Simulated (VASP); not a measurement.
YPt2:

```
Y Pt
1.0
     0.00000    3.79500    3.79500
     3.79500    0.00000    3.79500
     3.79500    3.79500    0.00000
Y Pt
2 4
Direct
  0.00000 0.00000 0.00000
  0.25000 0.25000 0.25000
  0.62500 0.62500 0.62500
  0.12500 0.62500 0.62500
  0.62500 0.62500 0.12500
  0.62500 0.12500 0.62500
```

* Program: VASP 6.6.1
* Task: relaxation of cell and atoms
* Functional: LDA
* Potentials or basis: VASP PAW LDA potentials, release 64 (Y_sv, Pt)
* Cutoff: 600 eV
* k mesh: 6 × 6 × 6
* Occupations: gaussian, width 0.05 eV
* Spin: no spin polarisation

At the start: pressure -3.3 GPa; volume 18.22 Å³/atom.

Problem. Where does the relaxation end?

Solution. Over 3 steps the energy falls by 3.3 meV/atom and the volume is 17.91 Å³/atom (-1.7 %); space group Fd-3m (No. 227, to 0.05 Å).

Step by step:
```csv
step,energy change (eV),largest force (eV/Å),pressure (GPa),volume (Å³)
1,0.0000,0.0000,-3.30,109.31
2,0.0762,0.0000,8.08,103.48
3,-0.0198,0.0000,-0.05,107.45
```

Final structure:
```xyz
6
Lattice="0.0000 3.7733 3.7733 3.7733 0.0000 3.7733 3.7733 3.7733 0.0000" Properties=species:S:1:pos:R:3 pbc="T T T"
Y     0.0000    0.0000    0.0000
Y     1.8866    1.8866    1.8866
Pt    4.7166    4.7166    4.7166
Pt    4.7166    2.8300    2.8300
Pt    2.8300    2.8300    4.7166
Pt    2.8300    4.7166    2.8300
```
